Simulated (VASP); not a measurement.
# Li3HSe (Pm-3m) in VASP: notebook, part 2 of 2

VASP 6.6.1.

## 3. Single point, PBE

This run uses another cell than the first one, of 12.27 Å³/atom, 0.978 times its volume.

The input, INCAR:

```
ALGO = Normal ; EDIFF = 1E-6
ENCUT = 520 ; GGA = PE
ISIF = 2 ; ISMEAR = 0
LASPH = True ; LCHARG = False
LREAL = False ; LWAVE = False
NBANDS = 16 ; NELM = 100
PREC = Accurate ; SIGMA = 0.02
```

The input, KPOINTS:

```
k-points
0
Gamma
  6 6 6
```

The input, POSCAR:

```
Li3HSe
1.0
    3.9443860828      0.0000000000      0.0000000000
    0.0000000000      3.9443860828      0.0000000000
    0.0000000000      0.0000000000      3.9443860828
Li H Se
3 1 1
Direct
    0.0000000000      0.5000000000      0.5000000000
    0.5000000000      0.0000000000      0.5000000000
    0.5000000000      0.5000000000      0.0000000000
    0.5000000000      0.5000000000      0.5000000000
    0.0000000000      0.0000000000      0.0000000000
```

Potentials or basis: VASP PAW PBE potentials, release 64 (Li_sv, H, Se).

The run is started by

```bash
> cat potpaw_PBE.64/Li_sv/POTCAR potpaw_PBE.64/H/POTCAR potpaw_PBE.64/Se/POTCAR > POTCAR
> mpirun -np 1 vasp_std > vasp.out
```

OUTCAR:

```text
EDIFF = 1E-6
   ENCUT = 520
   GGA = PE
   ISIF = 2
   ISMEAR = 0
   LASPH = True
   LREAL = False
   NELM = 100
   PREC = Accurate

 ion  position               nearest neighbor table
   1  0.000  0.500  0.500-
   2  0.500  0.000  0.500-
   3  0.500  0.500  0.000-
   4  0.500  0.500  0.500-
   5  0.000  0.000  0.000-

  LATTYP: Found a simple cubic cell.
 ALAT       =     3.9443860828

  Lattice vectors:

 A1 = (   3.9443860828,   0.0000000000,   0.0000000000)
 A2 = (   0.0000000000,   3.9443860828,   0.0000000000)
 A3 = (   0.0000000000,   0.0000000000,   3.9443860828)

Analysis of symmetry for initial positions (statically):
=====================================================================
 Subroutine PRICEL returns:
 Original cell was already a primitive cell.

 Routine SETGRP: Setting up the symmetry group for a
 simple cubic supercell.

 Subroutine GETGRP returns: Found 48 space group operations
 (whereof 48 operations were pure point group operations)
 out of a pool of 48 trial point group operations.

The static configuration has the point symmetry O_h .

Analysis of symmetry for dynamics (positions and initial velocities):
=====================================================================
 Subroutine PRICEL returns:
 Original cell was already a primitive cell.

 Routine SETGRP: Setting up the symmetry group for a
 simple cubic supercell.

 Subroutine GETGRP returns: Found 48 space group operations
 (whereof 48 operations were pure point group operations)
 out of a pool of 48 trial point group operations.

The dynamic configuration has the point symmetry O_h .

 Subroutine INISYM returns: Found 48 space group operations
 (whereof 48 operations are pure point group operations),
 and found     1 'primitive' translations

----------------------------------------------------------------------------------------

                                     Primitive cell

  volume of cell :      61.3675

  direct lattice vectors                    reciprocal lattice vectors
     3.944386083  0.000000000  0.000000000     0.253524878  0.000000000  0.000000000
     0.000000000  3.944386083  0.000000000     0.000000000  0.253524878  0.000000000
     0.000000000  0.000000000  3.944386083     0.000000000  0.000000000  0.253524878

  length of vectors
     3.944386083  3.944386083  3.944386083     0.253524878  0.253524878  0.253524878

  position of ions in fractional coordinates (direct lattice)
     0.000000000  0.500000000  0.500000000
     0.500000000  0.000000000  0.500000000
     0.500000000  0.500000000  0.000000000
     0.500000000  0.500000000  0.500000000
     0.000000000  0.000000000  0.000000000

  ion indices of the primitive-cell ions
   primitive index   ion index
                 1           1
                 2           2
                 3           3
                 4           4
                 5           5

----------------------------------------------------------------------------------------

 KPOINTS: k-points

Automatic generation of k-mesh.
 Grid dimensions read from file:
 generate k-points for:    6    6    6

 Generating k-lattice:

  Cartesian coordinates                     Fractional coordinates (reciprocal lattice)
     0.042254146  0.000000000  0.000000000     0.166666667  0.000000000  0.000000000
     0.000000000  0.042254146  0.000000000     0.000000000  0.166666667  0.000000000
     0.000000000  0.000000000  0.042254146     0.000000000  0.000000000  0.166666667

  Length of vectors
     0.042254146  0.042254146  0.042254146

  Shift w.r.t. Gamma in fractional coordinates (k-lattice)
     0.000000000  0.000000000  0.000000000

 Subroutine IBZKPT returns following result:
 ===========================================

 Found     20 irreducible k-points:

 Following reciprocal coordinates:
            Coordinates               Weight
  0.000000  0.000000  0.000000      1.000000
  0.166667  0.000000  0.000000      6.000000
  0.333333  0.000000  0.000000      6.000000
  0.500000  0.000000  0.000000      3.000000
  0.166667  0.166667  0.000000     12.000000
  0.333333  0.166667  0.000000     24.000000
[... 12 lines left out ...]
  0.500000  0.500000  0.333333      6.000000
  0.500000  0.500000  0.500000      1.000000
   k-points           NKPTS =     20   k-points in BZ     NKDIM =     20   number of bands    NBANDS=     16
   number of dos      NEDOS =    301   number of ions     NIONS =      5
   total plane-waves  NPLWV =  27000
   dimension x,y,z NGX =    30 NGY =   30 NGZ =   30
   dimension x,y,z NGXF=    60 NGYF=   60 NGZF=   60
   ions per type =               3   1   1
   NGX,Y,Z   is equivalent  to a cutoff of  12.64, 12.64, 12.64 a.u.
   NGXF,Y,Z  is equivalent  to a cutoff of  25.29, 25.29, 25.29 a.u.
 SYSTEM =  unknown system
   PREC   = accura    normal or accurate (medium, high low for compatibility)
   ISTART =      0    job   : 0-new  1-cont  2-samecut
   ICHARG =      2    charge: 1-file 2-atom 10-const
   ISPIN  =      1    spin polarized calculation?
   LNONCOLLINEAR =      F non collinear calculations
   LSORBIT =      F    spin-orbit coupling
   LASPH  =      T    aspherical Exc in radial PAW
   ENCUT  =  520.0 eV  38.22 Ry    6.18 a.u.   7.33  7.33  7.33*2*pi/ulx,y,z
   NELM   =    100;   NELMIN=  2; NELMDL= -5     # of ELM steps
   EDIFF  = 0.1E-05   stopping-criterion for ELM
   LREAL  =      F    real-space projection
   EDIFFG = 0.1E-04   stopping-criterion for IOM
   NSW    =      0    number of steps for IOM
   IBRION =     -1    ionic relax: 0-MD 1-quasi-New 2-CG
   NFREE  =      0    steps in history (QN), initial steepest desc. (CG)
   ISIF   =      2    stress and relaxation
   ISYM   =      2    0-nonsym 1-usesym 2-fastsym
   POTIM  = 0.5000    time-step for ionic-motion
   TEBEG  =    0.0;   TEEND  =   0.0 temperature during run
   PSTRESS=    0.0 pullay stress
   NELECT =      16.0000    total number of electrons
   NUPDOWN=      -1.0000    fix difference up-down
   EMIN   =  10.00;   EMAX   =-10.00  energy-range for DOS
   EFERMI =   0.00;   METHOD = LEGACY
   ISMEAR =     0;   SIGMA  =   0.02  broadening in eV -4-tet -1-fermi 0-gaus
   EFERMI_NEDOS =   21; number of points for ismear=-14 and -15
   IALGO  =     38    algorithm
   IMIX   =      4    mixing-type and parameters
     AMIX     =   0.40;   BMIX     =  1.00
     AMIX_MAG =   1.60;   BMIX_MAG =  1.00
  volume/ion in A,a.u.               =      12.27        82.83
  Fermi-wavevector in a.u.,A,eV,Ry     =   1.045848  1.976367 14.882037  1.093799
  Thomas-Fermi vector in A             =   2.180662
   LORBIT       =      0    0 simple, 1 ext, 2 COOP (PROOUT), +10 PAW based schemes
   GGA     = PE    functional components
   LHFCALC =     F    Hartree Fock is set to
   AEXX    =    0.0000 exact exchange contribution
   IVDW    =     0    specifies the selected vdW correction
   LEPSILON=     F    determine dielectric tensor
   LRPA    =     F    only Hartree local field effects (RPA)
 non-spin polarized calculation
 Gauss-broadening in eV      SIGMA  =   0.02
  energy-cutoff  :      520.00
  volume of cell :       61.37
 maximum number of plane-waves:      1675
 NGX is ok and might be reduce to    30
   NGX = 15   NGY = 15   NGZ = 15

 number of electron      15.9999967 magnetization

 Free energy of the ion-electron system (eV)
  ---------------------------------------------------
  ext. energy  EPLUGINS =         0.00000000
  ---------------------------------------------------
  free energy    TOTEN  =       -17.12515879 eV

  energy without entropy =      -17.12515879  energy(sigma->0) =      -17.12515879

 E-fermi :   2.2151     XC(G=0):  -8.9803

 val. band max:        2.1114593444   @ k =   0.5000   0.5000   0.0000
 cond. band min:       5.5488612439   @ k =   0.5000   0.0000   0.0000
 fundamental gap:      3.4374018995
 Fermi energy:         2.2151479962

 k-point     1 :       0.0000    0.0000    0.0000
  band No.  band energies     occupation
      1     -43.0956      2.00000
      2     -43.0435      2.00000
      3     -43.0435      2.00000
      4      -9.7367      2.00000
      5      -0.7181      2.00000
      6       0.8817      2.00000
[... 357 lines left out ...]
      3     -43.0598      2.00000
      4      -8.8237      2.00000
      5      -1.3792      2.00000
      6      -0.6776      2.00000
[... 8 lines left out ...]
     15      15.3473      0.00000
     16      18.1214      0.00000

------------------------ aborting loop because EDIFF is reached ----------------------------------------

  FORCE on cell =-STRESS in cart. coord.  units (eV):
  Direction    XX          YY          ZZ          XY          YZ          ZX
  --------------------------------------------------------------------------------------
  -------------------------------------------------------------------------------------
  Total       -0.0429807     -0.0429807     -0.0429807     -0.0000000      0.0000000     -0.0000000
  in kB       -1.1221359     -1.1221359     -1.1221359     -0.0000000      0.0000000     -0.0000000
  external PRESSURE =      -1.1221359 kB  Pullay stress =       0.0000000 kB

 VOLUME and BASIS-vectors are now :
 -----------------------------------------------------------------------------
  energy-cutoff  :      520.00
  volume of cell :       61.37
      direct lattice vectors                 reciprocal lattice vectors
     3.944386083  0.000000000  0.000000000     0.253524878  0.000000000  0.000000000
     0.000000000  3.944386083  0.000000000     0.000000000  0.253524878  0.000000000
     0.000000000  0.000000000  3.944386083     0.000000000  0.000000000  0.253524878

 POSITION                                       TOTAL-FORCE (eV/Angst)
 -----------------------------------------------------------------------------------
      0.00000      1.97219      1.97219         0.000000      0.000000      0.000000
      1.97219      0.00000      1.97219         0.000000      0.000000      0.000000
      1.97219      1.97219      0.00000         0.000000      0.000000      0.000000
      1.97219      1.97219      1.97219         0.000000      0.000000      0.000000
      0.00000      0.00000      0.00000         0.000000      0.000000      0.000000
 -----------------------------------------------------------------------------------
    total drift:                                0.000000      0.000000     -0.000000

  FREE ENERGIE OF THE ION-ELECTRON SYSTEM (eV)
  ---------------------------------------------------
  free  energy   TOTEN  =       -17.1251587910 eV

  energy  without entropy=      -17.1251587910  energy(sigma->0) =      -17.12515879
```

Wall time 24 s (1 thread of AMD EPYC 7R13 (Zen 3), shared host); peak memory 0.14 GiB.

What came out:

```
Free energy            : -17.1252 eV
Band gap on the k mesh : 3.44 eV, indirect (least direct gap 3.96 eV)
```

Caveat: the cutoff is under 1.25 times the usual one of these potentials, so pressure, stress and relaxed cells hold a basis-set (Pulay) error. Expect the measured gap to be larger: semilocal functionals such as PBE lack the derivative discontinuity.

## 4. Relaxation of cell and atoms, PBE

The input, INCAR:

```
SYSTEM = Li3HSe
PREC = Accurate ; ENCUT = 600
EDIFF = 1E-6 ; ISMEAR = 0
SIGMA = 0.02 ; LREAL = .False.
LASPH = .True. ; NELM = 80
ALGO = Normal ; ISIF = 3
LWAVE = .False. ; LCHARG = .False.
GGA = PE ; IBRION = 2
NSW = 100 ; EDIFFG = -0.005
```

The input, KPOINTS:

```
Automatic mesh
0
Gamma
  6 6 6
  0 0 0
```

POSCAR: that of step 3 with these lines changed.

```diff
@@ -2,5 +2,5 @@
 1.0
-    3.9443860828      0.0000000000      0.0000000000
-    0.0000000000      3.9443860828      0.0000000000
-    0.0000000000      0.0000000000      3.9443860828
+    3.9744000000      0.0000000000      0.0000000000
+    0.0000000000      3.9744000000      0.0000000000
+    0.0000000000      0.0000000000      3.9744000000
 Li H Se
```

Potentials or basis: VASP PAW PBE potentials, release 64 (Li_sv, H, Se).

The run is started by

```bash
> cat potpaw_PBE.64/Li_sv/POTCAR potpaw_PBE.64/H/POTCAR potpaw_PBE.64/Se/POTCAR > POTCAR
> mpirun -np 1 vasp_std > vasp.out
```

OUTCAR:

```text
SYSTEM = Li3HSe
   PREC = Accurate
   ENCUT = 600
   EDIFF = 1E-6
   ISMEAR = 0
   LREAL = .False.
   LASPH = .True.
   NELM = 80
   ISIF = 3
   GGA = PE
   IBRION = 2
   NSW = 100
   EDIFFG = -0.005

 ion  position               nearest neighbor table
   1  0.000  0.500  0.500-
   2  0.500  0.000  0.500-
   3  0.500  0.500  0.000-
   4  0.500  0.500  0.500-
   5  0.000  0.000  0.000-

  LATTYP: Found a simple cubic cell.
 ALAT       =     3.9744000000

  Lattice vectors:

 A1 = (   3.9744000000,   0.0000000000,   0.0000000000)
 A2 = (   0.0000000000,   3.9744000000,   0.0000000000)
 A3 = (   0.0000000000,   0.0000000000,   3.9744000000)

Analysis of symmetry for initial positions (statically):
=====================================================================
 Subroutine PRICEL returns:
 Original cell was already a primitive cell.

 Routine SETGRP: Setting up the symmetry group for a
 simple cubic supercell.

 Subroutine GETGRP returns: Found 48 space group operations
 (whereof 48 operations were pure point group operations)
[... 158 lines left out ...]

 number of electron      16.0000027 magnetization

 Free energy of the ion-electron system (eV)
  ---------------------------------------------------
  ext. energy  EPLUGINS =         0.00000000
  ---------------------------------------------------
  free energy    TOTEN  =       -17.12089047 eV

  energy without entropy =      -17.12089047  energy(sigma->0) =      -17.12089047

------------------------ aborting loop because EDIFF is reached ----------------------------------------

  FORCE on cell =-STRESS in cart. coord.  units (eV):
  Direction    XX          YY          ZZ          XY          YZ          ZX
  --------------------------------------------------------------------------------------
  -------------------------------------------------------------------------------------
  Total       -0.3913205     -0.3913205     -0.3913205     -0.0000000      0.0000000      0.0000000
  in kB       -9.9868495     -9.9868495     -9.9868495     -0.0000000      0.0000000      0.0000000
  external PRESSURE =      -9.9868495 kB  Pullay stress =       0.0000000 kB
[... 65 lines left out ...]
--------------------------------------- Ionic step        3  -------------------------------------------

 number of electron      16.0000012 magnetization

 Free energy of the ion-electron system (eV)
  ---------------------------------------------------
  ext. energy  EPLUGINS =         0.00000000
  ---------------------------------------------------
  free energy    TOTEN  =       -17.12612838 eV

  energy without entropy =      -17.12612838  energy(sigma->0) =      -17.12612838

 E-fermi :   2.3233     XC(G=0):  -8.9905

 val. band max:        2.1274114463   @ k =   0.5000   0.5000   0.0000
 cond. band min:       5.5733954795   @ k =   0.5000   0.0000   0.0000
 fundamental gap:      3.4459840332
 Fermi energy:         2.3233285873

 k-point     1 :       0.0000    0.0000    0.0000
  band No.  band energies     occupation
      1     -43.0733      2.00000
      2     -43.0206      2.00000
      3     -43.0206      2.00000
      4      -9.7296      2.00000
      5      -0.7054      2.00000
      6       0.8928      2.00000
      7       0.8928      2.00000
      8       0.8928      2.00000
      9       7.8849      0.00000
     10       7.8849      0.00000
     11       8.9981      0.00000
     12       8.9981      0.00000
[... 315 lines left out ...]
  FREE ENERGIE OF THE ION-ELECTRON SYSTEM (eV)
  ---------------------------------------------------
  free  energy   TOTEN  =       -17.1261283840 eV

  energy  without entropy=      -17.1261283840  energy(sigma->0) =      -17.12612838

 reached required accuracy - stopping structural energy minimisation
```

Run time: 37 s. Hardware: 1 thread of AMD EPYC 7R13 (Zen 3), shared host; peak memory 0.16 GiB.

Results:

* Free energy: -17.1261 eV
* Relaxed volume: 12.24 Å³/atom
* Relaxed cell: a = 3.941 Å, b = 3.941 Å, c = 3.941 Å, α = 90.00°, β = 90.00°, γ = 90.00°
* Space group after relaxing (to 0.05 Å): Pm-3m (No. 221)
* Energy gained by relaxing: 1.0 meV/atom
* Ionic steps: 3
* Pressure after relaxing: 0.0 GPa
* Band gap on the k mesh: 3.45 eV, indirect (least direct gap 3.97 eV)

Step by step:
| step | energy change (eV) | largest force (eV/Å) | pressure (GPa) | volume (Å³) |
| --- | --- | --- | --- | --- |
| 1 | 0.0000 | 0.0000 | -1.00 | 62.78 |
| 2 | -0.0035 | 0.0000 | -0.59 | 62.07 |
| 3 | -0.0052 | 0.0000 | -0.05 | 61.21 |

Final structure:
```cif
data_structure
_symmetry_space_group_name_H-M 'P 1'
_symmetry_Int_Tables_number 1
_cell_length_a 3.9410
_cell_length_b 3.9410
_cell_length_c 3.9410
_cell_angle_alpha 90.000
_cell_angle_beta 90.000
_cell_angle_gamma 90.000
_cell_volume 61.21
loop_
_atom_site_label
_atom_site_type_symbol
_atom_site_fract_x
_atom_site_fract_y
_atom_site_fract_z
_atom_site_occupancy
Li1 Li 0.00000 0.50000 0.50000 1
Li2 Li 0.50000 0.00000 0.50000 1
Li3 Li 0.50000 0.50000 0.00000 1
H1 H 0.50000 0.50000 0.50000 1
Se1 Se 0.00000 0.00000 0.00000 1
```

Levels at points of the mesh, in eV from the valence-band top:
```csv
k point,band 5,band 6,band 7,band 8,band 9,band 10,band 11,band 12
"(0.00, 0.00, 0.00)",-2.83,-1.23,-1.23,-1.23,5.76,5.76,6.87,6.87
"(0.50, 0.00, 0.00)",-4.65,-0.61,-0.53,-0.53,3.45,4.43,4.43,5.21
"(0.50, 0.50, 0.00)",-3.53,-3.01,-3.01,0.00,4.30,6.66,6.66,6.89
"(0.50, 0.50, 0.50)",-3.50,-2.80,-2.80,-2.80,4.20,4.20,4.20,10.42
```

Caveat: the cutoff is under 1.25 times the usual one of these potentials, so pressure, stress and relaxed cells hold a basis-set (Pulay) error. A k mesh can miss the band edges.

## 5. Summary

| task | cell | k mesh | cutoff (eV) | smearing | gap on the mesh (eV) |
| --- | --- | --- | --- | --- | --- |
| single point | a = 3.974 Å, 5 atoms | 4 × 4 × 4 | 520 | gaussian 0.1 eV | 3.34 |
| single point | a = 3.944 Å, 5 atoms | 6 × 6 × 6 | 520 | gaussian 0.02 eV | 3.44 |
| relaxation of cell and atoms | relaxed from a = 3.974 Å, 5 atoms | 6 × 6 × 6 | 600 | gaussian 0.02 eV | 3.45 |

Alike in all rows: level PBE; potentials or basis VASP PAW PBE potentials, release 64 (Li_sv, H, Se); no spin polarisation.

Caveats: the cutoff is under 1.25 times the usual one of these potentials, so pressure, stress and relaxed cells hold a basis-set (Pulay) error.

Total energies depend on the potentials used, so only differences within one code and one set of settings carry meaning.
